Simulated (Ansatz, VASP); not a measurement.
**Al3GaN4: VASP beside Ansatz**

INCAR

```
SYSTEM = Al3GaN4
PREC     = Accurate       ! precision mode
ENCUT    = 520            ! plane-wave cutoff, eV
EDIFF    = 1E-6           ! SCF threshold, eV
ISMEAR   = 0              ! smearing method
SIGMA    = 0.05           ! smearing width, eV
LREAL    = .False.        ! projectors in reciprocal space
LASPH    = .True.         ! aspherical terms in the spheres
NELM     = 80             ! most SCF steps
ALGO     = Normal         ! electronic algorithm
ISIF     = 2              ! what is computed and relaxed
LWAVE    = .False.        ! write WAVECAR
LCHARG   = .False.        ! write CHGCAR
GGA      = PS             ! functional
NBANDS   = 31             ! bands
```

KPOINTS

```
Automatic mesh
0
Gamma
  6 6 6
  0 0 0
```

File POSCAR:

```
Al3GaN4
1.0
    4.1583178603      0.0000000000      0.0000000000
    0.0000000000      4.1583178603      0.0000000000
    0.0000000000      0.0000000000      4.1583178603
Al Ga N
3 1 4
Direct
    0.5000000000      0.5000000000      0.0000000000
    0.5000000000      0.0000000000      0.5000000000
    0.0000000000      0.5000000000      0.5000000000
    0.0000000000      0.0000000000      0.0000000000
    0.7447140287      0.7447140287      0.2552859713
    0.7447140287      0.2552859713      0.7447140287
    0.2552859713      0.7447140287      0.7447140287
    0.2552859713      0.2552859713      0.2552859713
```

Input for Ansatz:

```yaml
crystal:
  lattice:
    - [4.1583178603, 0.0, 0.0]
    - [0.0, 4.1583178603, 0.0]
    - [0.0, 0.0, 4.1583178603]
  atoms:
    - { symbol: Al, position: [0.5, 0.5, 0.0] }
    - { symbol: Al, position: [0.5, 0.0, 0.5] }
    - { symbol: Al, position: [0.0, 0.5, 0.5] }
    - { symbol: Ga, position: [0.0, 0.0, 0.0] }
    - { symbol: "N", position: [0.7447140287, 0.7447140287, 0.2552859713] }
    - { symbol: "N", position: [0.7447140287, 0.2552859713, 0.7447140287] }
    - { symbol: "N", position: [0.2552859713, 0.7447140287, 0.7447140287] }
    - { symbol: "N", position: [0.2552859713, 0.2552859713, 0.2552859713] }
basis:
  ecutwfc: 520.0
kpoints:
  mp_grid: { grid: [6, 6, 6] }
hamiltonian:
  xc: pbesol
scf:
  occupations: { method: gaussian, width: 0.05 }
output:
  forces: true
  stress: true
  eigenvalues: true
```

Alike in both runs: task single point; functional PBEsol; k mesh 6 × 6 × 6; occupations gaussian, width 0.05 eV; no spin polarisation.

```csv
,VASP,Ansatz
version,VASP 6.6.1,Ansatz 0.2.0
potentials or method,"VASP PAW PBE potentials, release 64 (Al, Ga_d, N), cutoff 520 eV","scalar-relativistic, plane waves, PAW"
valence electrons in the cell,42,42
```

|  | VASP | Ansatz | Ansatz less VASP |
| --- | --- | --- | --- |
| gap on the k mesh at the Fermi level (eV) | 3.42 | 3.42 | +0.007 |
| least direct gap on the mesh (eV) | 3.44 | 3.45 | +0.006 |
| rms of the force components (eV/Å) | 0.026 | 0.043 | +0.0173 |

VASP's potentials were made for PBE, not for PBEsol. Atom by atom the forces differ by 0.017 eV/Å (rms over components). With one functional, cell and mesh, what is left measures potentials, basis and numerics.
